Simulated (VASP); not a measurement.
Input of a VASP 6.6.1 run:

INCAR

```
SYSTEM = SrScH6
ALGO = Normal
EDIFF = 1E-6
ENCUT = 520
GGA = PE
ISIF = 2
ISMEAR = 0
LASPH = .True.
LCHARG = .False.
LREAL = .False.
LWAVE = .False.
NBANDS = 24
NELM = 80
PREC = Accurate
SIGMA = 0.1
```

The input KPOINTS:

```
k-points
0
Gamma
  4 4 4
  0 0 0
```

Contents of POSCAR:

```
SrScH6
1.0
    4.3430163700      0.0000000000      0.0000000000
    0.0000000000      4.3430163700      0.0000000000
    0.0000000000      0.0000000000      4.3430163700
Sr Sc H
1 1 6
Direct
    0.0000000000      0.0000000000      0.0000000000
    0.5000000000      0.5000000000      0.5000000000
    0.0000000000      0.5000000000      0.7517597100
    0.5000000000      0.2482402900      0.0000000000
    0.7517597100      0.0000000000      0.5000000000
    0.0000000000      0.5000000000      0.2482402900
    0.5000000000      0.7517597100      0.0000000000
    0.2482402900      0.0000000000      0.5000000000
```

Potentials or basis: VASP PAW PBE potentials, release 64 (Sr_sv, Sc_sv, H).

Run with:

```sh
$ cat potpaw_PBE.64/Sr_sv/POTCAR potpaw_PBE.64/Sc_sv/POTCAR potpaw_PBE.64/H/POTCAR > POTCAR
$ mpirun -np 1 vasp_std > vasp.out
```

**Question.** What does it give for the largest force?

**Answer.** 0.490 eV/Å.

**Question.** Predict the pressure.

**Answer.** -6.7 GPa.

**Question.** Predict the band gap on the k mesh.

**Answer.** Zero (an odd number of electrons rules out a gap without spin polarisation).

Forces on the atoms (eV/Å):
```
Sr   0.000  0.000  0.000
Sc   0.000  0.000  0.000
H    0.000  0.000 -0.490
H    0.000  0.490  0.000
H   -0.490  0.000  0.000
H    0.000  0.000  0.490
H    0.000 -0.490  0.000
H    0.490  0.000  0.000
```

Caveat: the k points lie up to 0.36 Å⁻¹ apart, too coarse for converged energies and pressures of a metal; an odd number of electrons without spin polarisation forces a metal; a magnetic or distorted state may lie lower.
